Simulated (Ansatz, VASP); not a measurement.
**One calculation of SiC, two programs**

```
CELL_PARAMETERS angstrom
3.07876 0.00000 0.00000
-1.53938 2.66629 0.00000
0.00000 0.00000 15.10789
ATOMIC_POSITIONS crystal
Si 0.33333 0.66667 0.83300
Si 0.66667 0.33333 0.33300
Si 0.66667 0.33333 0.66650
Si 0.33333 0.66667 0.16650
Si 0.00000 0.00000 0.49972
Si 0.00000 0.00000 0.99972
C 0.00000 0.00000 0.87437
C 0.00000 0.00000 0.37437
C 0.33333 0.66667 0.70800
C 0.66667 0.33333 0.20800
C 0.66667 0.33333 0.54151
C 0.33333 0.66667 0.04151
```

Alike in both runs: functional PBEsol; k mesh 12 × 12 × 2; occupations gaussian, width 0.02 eV; no spin polarisation.

Ansatz relaxed the structure, and its values are those at the end. VASP's run is a single point on that final structure, the one shown.

|  | VASP | Ansatz |
| --- | --- | --- |
| version | VASP 6.6.1 | Ansatz 0.2.0 |
| potentials or method | VASP PAW PBE potentials, release 64 (Si, C), cutoff 520 eV | scalar-relativistic, plane waves, PAW |
| valence electrons in the cell | 48 | 48 |

Ansatz gave:

```
gap on the k mesh at the Fermi level (eV) : 1.92
least direct gap on the mesh (eV)         : 3.03
pressure (GPa)                            : 0.0
```

**Question.** What did VASP give for the same quantities?

**Answer.** gap on the k mesh at the Fermi level (eV): 1.91; least direct gap on the mesh (eV): 3.02; pressure (GPa): 0.4.

VASP's potentials were made for PBE, not for PBEsol. The functional is the same, so the differences come from potentials, cutoffs and numerics.
